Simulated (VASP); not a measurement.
# CaO (Fm-3m) in VASP: a series of runs

CaO is run at these levels: PBE+D3(BJ); tasks: single point, relaxation of cell and atoms.

Program: VASP 6.6.1. These are calculated values, not measurements. Logs are shortened: lines on timing, memory, paths and dates and some standing lists are left out, and cuts for length are marked.

**1. The cell of the first run**

It takes space group Fm-3m (No. 225, cubic). Conventional cell: a = 4.783 Å, b = 4.783 Å, c = 4.783 Å, α = 90.00°, β = 90.00°, γ = 90.00°. Ca (site symmetry m-3m) has 6 O at 2.39 Å within 3.2 Å. O (site symmetry m-3m) has 6 Ca at 2.39 Å within 3.2 Å.

**2. Single point, PBE+D3(BJ)**

Input file INCAR:

```
SYSTEM = CaO
PREC = Accurate
ENCUT = 520
EDIFF = 1E-6
ISMEAR = 0
SIGMA = 0.02
LREAL = .False.
LASPH = .True.
NELM = 60
ALGO = Normal
ISIF = 2
LWAVE = .False.
LCHARG = .False.
GGA = PE
IVDW = 12
NBANDS = 15
```

Input file KPOINTS:

```
Automatic mesh
0
Gamma
  8 8 8
  0 0 0
```

Input file POSCAR:

```
CaO
1.0
    0.0000000000      2.3916821174      2.3916821174
    2.3916821174      0.0000000000      2.3916821174
    2.3916821174      2.3916821174      0.0000000000
Ca O
1 1
Direct
    0.0000000000      0.0000000000      0.0000000000
    0.5000000000      0.5000000000      0.5000000000
```

Potentials or basis: VASP PAW PBE potentials, release 64 (Ca_sv, O).

The run is started by

```sh
$ cat potpaw_PBE.64/Ca_sv/POTCAR potpaw_PBE.64/O/POTCAR > POTCAR
$ mpirun -np 1 vasp_std > vasp.out
```

OUTCAR:

```text
SYSTEM = CaO
   PREC = Accurate
   ENCUT = 520
   EDIFF = 1E-6
   ISMEAR = 0
   LREAL = .False.
   LASPH = .True.
   NELM = 60
   ISIF = 2
   GGA = PE
   IVDW = 12
 IVDW          = 12

 ion  position               nearest neighbor table
   1  0.000  0.000  0.000-   2 2.39   2 2.39   2 2.39   2 2.39   2 2.39   2 2.39
   2  0.500  0.500  0.500-   1 2.39   1 2.39   1 2.39   1 2.39   1 2.39   1 2.39

  LATTYP: Found a face centered cubic cell.
 ALAT       =     4.7833642348

  Lattice vectors:

 A1 = (   0.0000000000,   2.3916821174,   2.3916821174)
 A2 = (   2.3916821174,   0.0000000000,   2.3916821174)
 A3 = (   2.3916821174,   2.3916821174,   0.0000000000)

Analysis of symmetry for initial positions (statically):
=====================================================================
 Subroutine PRICEL returns:
 Original cell was already a primitive cell.

 Routine SETGRP: Setting up the symmetry group for a
 face centered cubic supercell.

 Subroutine GETGRP returns: Found 48 space group operations
 (whereof 48 operations were pure point group operations)
 out of a pool of 48 trial point group operations.

The static configuration has the point symmetry O_h .

Analysis of symmetry for dynamics (positions and initial velocities):
=====================================================================
 Subroutine PRICEL returns:
 Original cell was already a primitive cell.

 Routine SETGRP: Setting up the symmetry group for a
 face centered cubic supercell.

 Subroutine GETGRP returns: Found 48 space group operations
 (whereof 48 operations were pure point group operations)
 out of a pool of 48 trial point group operations.

The dynamic configuration has the point symmetry O_h .

 Subroutine INISYM returns: Found 48 space group operations
 (whereof 48 operations are pure point group operations),
 and found     1 'primitive' translations

----------------------------------------------------------------------------------------

                                     Primitive cell

  volume of cell :      27.3615

  direct lattice vectors                    reciprocal lattice vectors
     0.000000000  2.391682117  2.391682117    -0.209057883  0.209057883  0.209057883
     2.391682117  0.000000000  2.391682117     0.209057883 -0.209057883  0.209057883
     2.391682117  2.391682117  0.000000000     0.209057883  0.209057883 -0.209057883

  length of vectors
     3.382349287  3.382349287  3.382349287     0.362098875  0.362098875  0.362098875

  position of ions in fractional coordinates (direct lattice)
     0.000000000  0.000000000  0.000000000
     0.500000000  0.500000000  0.500000000

  ion indices of the primitive-cell ions
   primitive index   ion index
                 1           1
                 2           2

----------------------------------------------------------------------------------------

 KPOINTS: Automatic mesh

Automatic generation of k-mesh.
 Grid dimensions read from file:
 generate k-points for:    8    8    8

 Generating k-lattice:

  Cartesian coordinates                     Fractional coordinates (reciprocal lattice)
    -0.026132235  0.026132235  0.026132235     0.125000000  0.000000000  0.000000000
     0.026132235 -0.026132235  0.026132235     0.000000000  0.125000000  0.000000000
     0.026132235  0.026132235 -0.026132235     0.000000000  0.000000000  0.125000000

  Length of vectors
     0.045262359  0.045262359  0.045262359

  Shift w.r.t. Gamma in fractional coordinates (k-lattice)
     0.000000000  0.000000000  0.000000000

 Subroutine IBZKPT returns following result:
 ===========================================

 Found     29 irreducible k-points:

 Following reciprocal coordinates:
            Coordinates               Weight
  0.000000  0.000000  0.000000      1.000000
  0.125000  0.000000  0.000000      8.000000
  0.250000  0.000000  0.000000      8.000000
  0.375000  0.000000  0.000000      8.000000
  0.500000  0.000000  0.000000      4.000000
  0.125000  0.125000  0.000000      6.000000
[... 16 lines left out ...]
  0.500000  0.250000  0.125000     48.000000
 -0.375000  0.250000  0.125000     24.000000
 [... further k-points ...]
   k-points           NKPTS =     29   k-points in BZ     NKDIM =     29   number of bands    NBANDS=     15
   number of dos      NEDOS =    301   number of ions     NIONS =      2
   total plane-waves  NPLWV =  21952
   dimension x,y,z NGX =    28 NGY =   28 NGZ =   28
   dimension x,y,z NGXF=    56 NGYF=   56 NGZF=   56
   ions per type =               1   1
   NGX,Y,Z   is equivalent  to a cutoff of  13.76, 13.76, 13.76 a.u.
   NGXF,Y,Z  is equivalent  to a cutoff of  27.52, 27.52, 27.52 a.u.
 SYSTEM =  CaO
   PREC   = accura    normal or accurate (medium, high low for compatibility)
   ISTART =      0    job   : 0-new  1-cont  2-samecut
   ICHARG =      2    charge: 1-file 2-atom 10-const
   ISPIN  =      1    spin polarized calculation?
   LNONCOLLINEAR =      F non collinear calculations
   LSORBIT =      F    spin-orbit coupling
   LASPH  =      T    aspherical Exc in radial PAW
   ENCUT  =  520.0 eV  38.22 Ry    6.18 a.u.   6.29  6.29  6.29*2*pi/ulx,y,z
   NELM   =     60;   NELMIN=  2; NELMDL= -5     # of ELM steps
   EDIFF  = 0.1E-05   stopping-criterion for ELM
   LREAL  =      F    real-space projection
   EDIFFG = 0.1E-04   stopping-criterion for IOM
   NSW    =      0    number of steps for IOM
   IBRION =     -1    ionic relax: 0-MD 1-quasi-New 2-CG
   NFREE  =      0    steps in history (QN), initial steepest desc. (CG)
   ISIF   =      2    stress and relaxation
   ISYM   =      2    0-nonsym 1-usesym 2-fastsym
   POTIM  = 0.5000    time-step for ionic-motion
   TEBEG  =    0.0;   TEEND  =   0.0 temperature during run
   PSTRESS=    0.0 pullay stress
   NELECT =      16.0000    total number of electrons
   NUPDOWN=      -1.0000    fix difference up-down
   EMIN   =  10.00;   EMAX   =-10.00  energy-range for DOS
   EFERMI =   0.00;   METHOD = LEGACY
   ISMEAR =     0;   SIGMA  =   0.02  broadening in eV -4-tet -1-fermi 0-gaus
   EFERMI_NEDOS =   21; number of points for ismear=-14 and -15
   IALGO  =     38    algorithm
   IMIX   =      4    mixing-type and parameters
     AMIX     =   0.40;   BMIX     =  1.00
     AMIX_MAG =   1.60;   BMIX_MAG =  1.00
  volume/ion in A,a.u.               =      13.68        92.32
  Fermi-wavevector in a.u.,A,eV,Ry     =   1.368993  2.587023 25.499264  1.874143
  Thomas-Fermi vector in A             =   2.494908
   LORBIT       =      0    0 simple, 1 ext, 2 COOP (PROOUT), +10 PAW based schemes
   GGA     = PE    functional components
   LHFCALC =     F    Hartree Fock is set to
   AEXX    =    0.0000 exact exchange contribution
   IVDW    =    12    specifies the selected vdW correction
   LEPSILON=     F    determine dielectric tensor
   LRPA    =     F    only Hartree local field effects (RPA)
 non-spin polarized calculation
 Gauss-broadening in eV      SIGMA  =   0.02
  energy-cutoff  :      520.00
  volume of cell :       27.36
 maximum number of plane-waves:       754
 NGX is ok and might be reduce to    28
   NGX = 13   NGY = 13   NGZ = 13

 number of electron      15.9999997 magnetization

 Free energy of the ion-electron system (eV)
  ---------------------------------------------------
  ext. energy  EPLUGINS =         0.00000000
  ---------------------------------------------------
  free energy    TOTEN  =       -12.79305103 eV

  energy without entropy =      -12.79305103  energy(sigma->0) =      -12.79305103

 E-fermi :   2.5663     XC(G=0): -10.5458

 val. band max:        2.4327143820   @ k =   0.0000   0.0000   0.0000
 cond. band min:       6.0633239960   @ k =   0.5000   0.5000   0.0000
 fundamental gap:      3.6306096140
 Fermi energy:         2.5662973008

 k-point     1 :       0.0000    0.0000    0.0000
  band No.  band energies     occupation
      1     -35.1460      2.00000
      2     -15.8991      2.00000
      3     -15.8991      2.00000
      4     -15.8991      2.00000
      5     -13.1277      2.00000
      6       2.4327      2.00000
      7       2.4327      2.00000
      8       2.4327      2.00000
      9       7.2638      0.00000
     10       8.6931      0.00000
     11       8.6931      0.00000
     12       8.6931      0.00000
     13      10.2220      0.00000
     14      10.2220      0.00000
     15      17.5955      0.00000

 k-point     2 :       0.1250    0.0000    0.0000
  band No.  band energies     occupation
      1     -35.1300      2.00000
      2     -16.1266      2.00000
      3     -15.9074      2.00000
      4     -15.9074      2.00000
      5     -12.8903      2.00000
      6       1.8939      2.00000
      7       2.2165      2.00000
      8       2.2165      2.00000
      9       7.9493      0.00000
     10       8.6555      0.00000
     11       8.9622      0.00000
     12       8.9622      0.00000
     13      10.5986      0.00000
     14      10.5986      0.00000
     15      18.1886      0.00000

 k-point     3 :       0.2500    0.0000    0.0000
  band No.  band energies     occupation
      1     -35.0914      2.00000
      2     -16.5749      2.00000
      3     -15.9272      2.00000
      4     -15.9272      2.00000
      5     -12.4164      2.00000
      6       0.8815      2.00000
      7       1.7544      2.00000
      8       1.7544      2.00000
      9       8.7322      0.00000
     10       9.4144      0.00000
     11       9.6683      0.00000
     12       9.6683      0.00000
     13      11.5035      0.00000
     14      11.5035      0.00000
     15      18.5254      0.00000
[... 343 lines left out ...]
 k-point    23 :       0.5000    0.2500    0.1250
  band No.  band energies     occupation
      1     -35.0322      2.00000
      2     -16.7750      2.00000
      3     -16.1340      2.00000
      4     -16.0039      2.00000
      5     -12.2233      2.00000
      6       0.4108      2.00000
      7       1.3415      2.00000
      8       1.5813      2.00000
      9       8.3472      0.00000
     10      10.0105      0.00000
     11      10.9771      0.00000
     12      11.0953      0.00000
     13      12.4625      0.00000
     14      13.6746      0.00000
     15      17.3968      0.00000

 k-point    24 :      -0.3750    0.2500    0.1250
  band No.  band energies     occupation
      1     -35.0193      2.00000
      2     -16.8398      2.00000
      3     -16.1498      2.00000
      4     -16.0306      2.00000
      5     -12.1664      2.00000
      6       0.3593      2.00000
      7       1.2906      2.00000
      8       1.3560      2.00000
      9       9.2379      0.00000
     10       9.3189      0.00000
     11      11.2732      0.00000
     12      11.4810      0.00000
     13      12.7557      0.00000
     14      14.4922      0.00000
     15      16.4566      0.00000

 [... further k-points ...]

------------------------ aborting loop because EDIFF is reached ----------------------------------------

 Edisp (eV)   -0.55251

 E8    (eV) :    -0.2479

  FORCE on cell =-STRESS in cart. coord.  units (eV):
  Direction    XX          YY          ZZ          XY          YZ          ZX
  --------------------------------------------------------------------------------------
  -------------------------------------------------------------------------------------
  Total       0.10395     0.10395     0.10395    -0.00000    -0.00000     0.00000
  in kB       6.08660     6.08660     6.08660    -0.00000    -0.00000     0.00000
  external pressure =        6.09 kB  Pullay stress =        0.00 kB

 VOLUME and BASIS-vectors are now :
 -----------------------------------------------------------------------------
  energy-cutoff  :      520.00
  volume of cell :       27.36
      direct lattice vectors                 reciprocal lattice vectors
     0.000000000  2.391682117  2.391682117    -0.209057883  0.209057883  0.209057883
     2.391682117  0.000000000  2.391682117     0.209057883 -0.209057883  0.209057883
     2.391682117  2.391682117  0.000000000     0.209057883  0.209057883 -0.209057883

 POSITION                                       TOTAL-FORCE (eV/Angst)
 -----------------------------------------------------------------------------------
      0.00000      0.00000      0.00000         0.000000     -0.000000      0.000000
      2.39168      2.39168      2.39168        -0.000000      0.000000     -0.000000
 -----------------------------------------------------------------------------------
    total drift:                                0.000000      0.000000      0.000000

  FREE ENERGIE OF THE ION-ELECTRON SYSTEM (eV)
  ---------------------------------------------------
  free  energy   TOTEN  =       -13.3455594728 eV

  energy  without entropy=      -13.3455594728  energy(sigma->0) =      -13.34555947
```

Run time: 8.1 s. Hardware: 1 thread of AMD EPYC 9R45 (Zen 5), shared host; peak memory 0.14 GiB.

What came out:

```
Free energy                : -13.3456 eV
Pressure                   : 0.6 GPa
Band gap on the k mesh     : 3.63 eV, indirect (least direct gap 4.00 eV)
Dispersion energy per atom : -0.276 eV
```

Levels at points of the mesh, in eV from the valence-band top:
```tsv
k point	band 4	band 5	band 6	band 7	band 8	band 9	band 10	band 11	band 12	band 13
(0.00, 0.00, 0.00)	-18.33	-15.56	0.00	0.00	0.00	4.83	6.26	6.26	6.26	7.79
(0.50, 0.00, 0.00)	-18.39	-14.30	-2.67	-1.23	-1.23	7.12	8.43	8.43	8.62	10.54
(0.50, 0.50, 0.00)	-18.57	-15.32	-1.29	-0.37	-0.37	3.63	8.15	8.97	9.63	9.63
```

A k mesh can miss the band edges. PBE gaps usually lie below the measured ones, often by a third to a half.

**3. Relaxation of cell and atoms, PBE+D3(BJ)**

This run uses another cell than the first one, of 14.69 Å³/atom, 1.074 times its volume.

Input file INCAR:

```
PREC = Accurate ; ENCUT = 600
EDIFF = 1E-7 ; ISMEAR = 0
SIGMA = 0.02 ; LREAL = F
LASPH = T ; NELM = 60
ALGO = Normal ; ISIF = 3
LWAVE = F ; LCHARG = F
GGA = PE ; IVDW = 12
IBRION = 2 ; NSW = 100
EDIFFG = -0.005
```

Input file KPOINTS:

```
regular mesh
0
Gamma
  8 8 8
```

Input file POSCAR:

```
CaO
1.0
    0.0000000000      2.4490000000      2.4490000000
    2.4490000000      0.0000000000      2.4490000000
    2.4490000000      2.4490000000      0.0000000000
Ca O
1 1
Direct
    0.0000000000      0.0000000000      0.0000000000
    0.5000000000      0.5000000000      0.5000000000
```

Potentials or basis: VASP PAW PBE potentials, release 64 (Ca_sv, O).

The run is started by

```sh
$ cat potpaw_PBE.64/Ca_sv/POTCAR potpaw_PBE.64/O/POTCAR > POTCAR
$ mpirun -np 1 vasp_std > vasp.out
```

Run time: 24 s. Hardware: 1 thread of AMD EPYC 9R45 (Zen 5), shared host; peak memory 0.15 GiB.

The run converged. Its results:

* Free energy: -13.3514 eV
* Relaxed volume: 13.74 Å³/atom
* Relaxed cell: a = 3.387 Å, b = 3.387 Å, c = 3.387 Å, α = 60.00°, β = 60.00°, γ = 60.00°
* Space group after relaxing (to 0.05 Å): Fm-3m (No. 225)
* Energy gained by relaxing: 20.4 meV/atom
* Ionic steps: 3
* Pressure after relaxing: 0.0 GPa
* Band gap on the k mesh: 3.63 eV, indirect (least direct gap 4.01 eV)
* Dispersion energy per atom: -0.275 eV

The path:
| step | energy change (eV) | largest force (eV/Å) | pressure (GPa) | volume (Å³) |
| --- | --- | --- | --- | --- |
| 1 | 0.0000 | 0.0000 | -6.48 | 29.38 |
| 2 | -0.0367 | 0.0000 | 2.42 | 26.92 |
| 3 | -0.0408 | 0.0000 | 0.01 | 27.48 |

Final structure:
```
Ca O
1.0
     0.00000    2.39502    2.39502
     2.39502    0.00000    2.39502
     2.39502    2.39502    0.00000
Ca O
1 1
Direct
  0.00000 0.00000 0.00000
  0.50000 0.50000 0.50000
```

Levels at points of the mesh, in eV from the valence-band top:
| k point | band 5 | band 6 | band 7 | band 8 | band 9 | band 10 | band 11 | band 12 |
| --- | --- | --- | --- | --- | --- | --- | --- | --- |
| (0.00, 0.00, 0.00) | -15.55 | 0.00 | 0.00 | 0.00 | 4.80 | 6.25 | 6.25 | 6.25 |
| (0.50, 0.00, 0.00) | -14.31 | -2.66 | -1.22 | -1.22 | 7.10 | 8.41 | 8.41 | 8.59 |
| (0.50, 0.50, 0.00) | -15.31 | -1.30 | -0.37 | -0.37 | 3.63 | 8.12 | 8.95 | 9.60 |

**4. Single point, PBE+D3(BJ)**

This run uses another cell than the first one, of 14.69 Å³/atom, 1.074 times its volume.

Input file INCAR:

```
SYSTEM = CaO
ALGO     = Normal         ! electronic algorithm
EDIFF    = 1E-6           ! SCF threshold, eV
ENCUT    = 600            ! plane-wave cutoff, eV
GGA      = PE             ! functional
GGA_COMPAT= .False.      
ISIF     = 2              ! what is computed and relaxed
ISMEAR   = 0              ! smearing method
IVDW     = 12             ! dispersion correction
LASPH    = .True.         ! aspherical terms in the spheres
LCHARG   = .False.        ! write CHGCAR
LREAL    = .False.        ! projectors in reciprocal space
LWAVE    = .False.        ! write WAVECAR
NBANDS   = 15             ! bands
NELM     = 120            ! most SCF steps
PREC     = Accurate       ! precision mode
SIGMA    = 0.1            ! smearing width, eV
```

Input file KPOINTS:

```
k-points
0
Gamma
  6 6 6
  0 0 0
```

POSCAR is that of step 3.

The run is started by

```sh
$ cat potpaw_PBE.64/Ca_sv/POTCAR potpaw_PBE.64/O/POTCAR > POTCAR
$ mpirun -np 1 vasp_std > vasp.out
```

It took 13 s on 1 thread of Intel Xeon Platinum 8488C (Sapphire Rapids), shared host; peak memory 0.16 GiB.

Results (log left out):

| Quantity | Value |
| --- | --- |
| Free energy | -13.3105 eV |
| Pressure | -6.5 GPa |
| Band gap on the k mesh | 3.64 eV, indirect (least direct gap 4.03 eV) |
| Dispersion energy per atom | -0.257 eV |

Levels at points of the mesh, in eV from the valence-band top:
| k point | band 5 | band 6 | band 7 | band 8 | band 9 | band 10 | band 11 | band 12 |
| --- | --- | --- | --- | --- | --- | --- | --- | --- |
| (0.00, 0.00, 0.00) | -15.42 | 0.00 | 0.00 | 0.00 | 4.27 | 6.08 | 6.08 | 6.08 |
| (0.50, 0.00, 0.00) | -14.44 | -2.51 | -1.10 | -1.10 | 6.78 | 8.05 | 8.05 | 8.08 |
| (0.50, 0.50, 0.00) | -15.19 | -1.32 | -0.38 | -0.38 | 3.64 | 7.63 | 8.57 | 9.15 |

A k mesh can miss the band edges. Expect the measured gap to be larger: semilocal functionals such as PBE lack the derivative discontinuity.

**5. The runs side by side**

```csv
task,cell,k mesh,cutoff (eV),smearing,gap on the mesh (eV),pressure (GPa)
single point,"a = 3.382 Å, angles 60.0°, 2 atoms",8 × 8 × 8,520,gaussian 0.02 eV,3.63,0.6
relaxation of cell and atoms,"relaxed from a = 3.463 Å, angles 60.0°, 2 atoms",8 × 8 × 8,600,gaussian 0.02 eV,3.63,0.0
single point,"a = 3.463 Å, angles 60.0°, 2 atoms",6 × 6 × 6,600,gaussian 0.1 eV,3.64,-6.5
```

Alike in all rows: level PBE+D3(BJ); potentials or basis VASP PAW PBE potentials, release 64 (Ca_sv, O); no spin polarisation.

Absolute energies hang on the potentials; compare differences alone.
